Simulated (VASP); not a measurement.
A run of VASP 6.6.1:

INCAR

```
ALGO = Normal
EDIFF = 1E-6
ENCUT = 520
GGA = CA
ISIF = 2
ISMEAR = 0
ISPIN = 2
LASPH = T
LCHARG = T
LELF = T
LORBIT = 11
LREAL = F
LVHAR = T
LWAVE = F
MAGMOM = 0.5 0
NBANDS = 19
NELM = 150
PREC = Accurate
SIGMA = 0.02
```

Contents of KPOINTS:

```
k-points
0
Gamma
  8 8 8
```

The input POSCAR:

```
KF
1.0
    3.2805381124      0.0000000000      0.0000000000
    0.0000000000      3.2805381124      0.0000000000
    0.0000000000      0.0000000000      3.2805381124
K F
1 1
Direct
    0.0000000000      0.0000000000      0.0000000000
    0.5000000000      0.5000000000      0.5000000000
```

Potentials or basis: VASP PAW LDA potentials, release 64 (K_sv, F).

Run with:

```bash
$ cat potpaw_LDA.64/K_sv/POTCAR potpaw_LDA.64/F/POTCAR > POTCAR
$ mpirun -np 1 vasp_std > vasp.out
```

Hardware: 1 thread of Intel(R) Xeon(R) Platinum 8259CL CPU @ 2.50GHz (Skylake/Cascade Lake), on a shared host.

Question: How long does it take, and how much memory?

Answer: Wall time 24 s on 1 thread of Intel(R) Xeon(R) Platinum 8259CL CPU @ 2.50GHz (Skylake/Cascade Lake) (shared host), peak memory 0.15 GiB. Counts: scf iterations 15, k points 35.
